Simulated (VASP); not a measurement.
**TiAl: relaxation of cell and atoms with PBEsol**

TiAl:

```
Ti Al
1.0
     3.15508    0.00000    0.00000
     0.00000    3.15508    0.00000
     0.00000    0.00000    3.15508
Ti Al
1 1
Direct
  0.50000 0.50000 0.50000
  0.00000 0.00000 0.00000
```

- Program: VASP 6.6.1
- Task: relaxation of cell and atoms
- Functional: PBEsol
- Potentials or basis: VASP PAW PBE potentials, release 64 (Ti_sv, Al)
- Cutoff: 600 eV
- k mesh: 14 × 14 × 14
- Occupations: gaussian, width 0.1 eV
- Spin: no spin polarisation
- Dipole correction: no
- Further INCAR settings: ALGO = Normal; EDIFF = 1e-07; IBRION = 2; EDIFFG = -0.01; NSW = 80; ISIF = 3

```
Relaxed volume                        : 15.72 Å³/atom
Relaxed cell                          : a = 3.156 Å, b = 3.156 Å, c = 3.156 Å, α = 90.00°, β = 90.00°, γ = 90.00°
Space group after relaxing (to 0.1 Å) : Pm-3m (No. 221)
Energy gained by relaxing             : 0.0 meV/atom
Ionic steps                           : 3
Pressure after relaxing               : 0.0 GPa
Band gap on the k mesh                : zero (an odd number of electrons rules out a gap without spin polarisation)
```

Final structure:
```cif
data_structure
_symmetry_space_group_name_H-M 'P 1'
_symmetry_Int_Tables_number 1
_cell_length_a 3.1564
_cell_length_b 3.1564
_cell_length_c 3.1564
_cell_angle_alpha 90.000
_cell_angle_beta 90.000
_cell_angle_gamma 90.000
_cell_volume 31.45
loop_
_atom_site_label
_atom_site_type_symbol
_atom_site_fract_x
_atom_site_fract_y
_atom_site_fract_z
_atom_site_occupancy
Ti1 Ti 0.50000 0.50000 0.50000 1
Al1 Al 0.00000 0.00000 0.00000 1
```

Levels at points of the mesh, in eV from the Fermi level:
| k point | band 5 | band 6 | band 7 | band 8 | band 9 | band 10 |
| --- | --- | --- | --- | --- | --- | --- |
| (0.00, 0.00, 0.00) | -9.36 | -1.49 | -1.49 | 1.83 | 1.83 | 1.83 |
| (0.50, 0.00, 0.00) | -6.04 | -5.25 | -0.57 | 0.14 | 0.14 | 2.05 |
| (0.50, 0.50, 0.00) | -5.07 | -2.10 | -2.10 | -1.51 | 0.70 | 0.70 |
| (0.50, 0.50, 0.50) | -3.16 | -3.16 | -3.16 | 0.78 | 2.90 | 2.90 |

It took 2 min on 1 thread of Intel Xeon 8259CL, on a shared host, peak memory 0.21 GiB.

Caveat: the PAW data sets were made with another functional, which shifts forces and pressure a little.
